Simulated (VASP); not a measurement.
**LiF: single point with r2SCAN**

Crystal: LiF.

```
CELL_PARAMETERS angstrom
8.01519 0.00000 0.00000
0.00000 8.01519 0.00000
0.00000 0.00000 8.01519
ATOMIC_POSITIONS crystal
F 0.25000 0.00000 0.00000
F 0.25000 0.00000 0.50000
F 0.25000 0.50000 0.00000
F 0.25000 0.50000 0.50000
F 0.75000 0.00000 0.00000
F 0.75000 0.00000 0.50000
F 0.75000 0.50000 0.00000
F 0.75000 0.50000 0.50000
F 0.00000 0.25000 0.00000
F 0.00000 0.25000 0.50000
F 0.00000 0.75000 0.00000
F 0.00000 0.75000 0.50000
F 0.50000 0.25000 0.00000
F 0.50000 0.25000 0.50000
F 0.50000 0.75000 0.00000
F 0.50000 0.75000 0.50000
F 0.00000 0.00000 0.25000
F 0.00000 0.00000 0.75000
F 0.00000 0.50000 0.25000
F 0.00000 0.50000 0.75000
F 0.50000 0.00000 0.25000
F 0.50000 0.00000 0.75000
F 0.50000 0.50000 0.25000
F 0.50000 0.50000 0.75000
F 0.25000 0.25000 0.25000
F 0.25000 0.25000 0.75000
F 0.25000 0.75000 0.25000
F 0.25000 0.75000 0.75000
F 0.75000 0.25000 0.25000
F 0.75000 0.25000 0.75000
F 0.75000 0.75000 0.25000
F 0.75000 0.75000 0.75000
Li 0.00000 0.00000 0.00000
Li 0.00000 0.00000 0.50000
Li 0.00000 0.50000 0.00000
Li 0.00000 0.50000 0.50000
Li 0.50000 0.00000 0.00000
Li 0.50000 0.00000 0.50000
Li 0.50000 0.50000 0.00000
Li 0.50000 0.50000 0.50000
Li 0.25000 0.25000 0.00000
Li 0.25000 0.25000 0.50000
Li 0.25000 0.75000 0.00000
Li 0.25000 0.75000 0.50000
Li 0.75000 0.25000 0.00000
Li 0.75000 0.25000 0.50000
Li 0.75000 0.75000 0.00000
Li 0.75000 0.75000 0.50000
Li 0.25000 0.00000 0.25000
Li 0.25000 0.00000 0.75000
Li 0.25000 0.50000 0.25000
Li 0.25000 0.50000 0.75000
Li 0.75000 0.00000 0.25000
Li 0.75000 0.00000 0.75000
Li 0.75000 0.50000 0.25000
Li 0.75000 0.50000 0.75000
Li 0.00000 0.25000 0.25000
Li 0.00000 0.25000 0.75000
Li 0.00000 0.75000 0.25000
Li 0.00000 0.75000 0.75000
Li 0.50000 0.25000 0.25000
Li 0.50000 0.25000 0.75000
Li 0.50000 0.75000 0.25000
Li 0.50000 0.75000 0.75000
```

```yaml
Program: VASP 6.6.1
Task: single point
Functional: r2SCAN
Potentials_or_basis: VASP PAW PBE potentials, release 64 (F, Li_sv)
Cutoff: 520 eV
k_mesh: 1 × 1 × 1, shifted
Occupations: fermi-dirac, width 0.05 eV
Spin: no spin polarisation
Dipole_correction: no
Further_INCAR_settings: LREAL = Auto; ALGO = Normal; EDIFF = 1e-06; NBANDS = 198; ISYM = 0
```

| Item | Value |
| --- | --- |
| Band gap on the k mesh | 10.87 eV |

Levels at points of the mesh, in eV from the valence-band top:
| k point | band 158 | band 159 | band 160 | band 161 | band 162 | band 163 |
| --- | --- | --- | --- | --- | --- | --- |
| (0.25, 0.25, 0.25) | -0.07 | 0.00 | 0.00 | 10.87 | 11.88 | 11.88 |

It took 53 min on 1 thread of Intel(R) Xeon(R) Platinum 8375C CPU @ 2.90GHz (Ice Lake) (shared host), peak memory 0.68 GiB.

Caveat: a shifted mesh leaves out Γ, where band edges can lie. A k mesh can miss the band edges.
